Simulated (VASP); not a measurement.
Set up this calculation in VASP 6.6.1, as the native input.

* Task: single point
* Functional: PBE
* Potentials or basis: VASP PAW PBE potentials, release 64 (Ge_d, Sb, O)
* Cutoff: 520 eV
* k mesh: 6 × 6 × 2
* Occupations: gaussian, width 0.1 eV
* Spin: no spin polarisation
* Dipole correction: no
* Further INCAR settings: ALGO = Normal; EDIFF = 1e-07; NBANDS = 49

The structure of Ge2SbO lies in POSCAR:

```
Ge2SbO
1.0
    3.1210475052     -0.0000000025      0.0000000000
   -1.5605237504      2.7029064271      0.0000000000
    0.0000000000      0.0000000000     18.1407563509
Ge Sb O
4 2 2
Direct
    0.3333333333      0.6666666667      0.0840980710
    0.6666666667      0.3333333333      0.5840980710
    0.3333333333      0.6666666667      0.4159019290
    0.6666666667      0.3333333333      0.9159019290
    0.3333333333      0.6666666667      0.2500000000
    0.6666666667      0.3333333333      0.7500000000
    0.0000000000      0.0000000000      0.0000000000
    0.0000000000      0.0000000000      0.5000000000
```

The input as run:

INCAR

```
PREC = Accurate
ENCUT = 520
EDIFF = 1E-7
ISMEAR = 0
SIGMA = 0.1
LREAL = False
LASPH = True
NELM = 100
ALGO = Normal
ISIF = 2
LWAVE = False
LCHARG = True
GGA = PE
LELF = True
LVHAR = True
NBANDS = 49
```

KPOINTS

```
regular mesh
0
Gamma
  6 6 2
```

Potentials or basis: VASP PAW PBE potentials, release 64 (Ge_d, Sb, O).

The run is started by

```sh
$ cat potpaw_PBE.64/Ge_d/POTCAR potpaw_PBE.64/Sb/POTCAR potpaw_PBE.64/O/POTCAR > POTCAR
$ mpirun -np 1 vasp_std > vasp.out
```

It gave:

- Pressure: 0.1 GPa
- Largest force: 0.030 eV/Å
- Band gap on the k mesh: zero (band 39 reaches 10.86 eV, above the bottom of band 40 at 5.62 eV)

Caveat: the k points lie up to 0.39 Å⁻¹ apart; spin-orbit coupling is left out, which moves the levels of the heavy elements.

It took 88 s on 1 thread of Intel(R) Xeon(R) 6975P-C (Granite Rapids), on a shared host, peak memory 0.31 GiB.
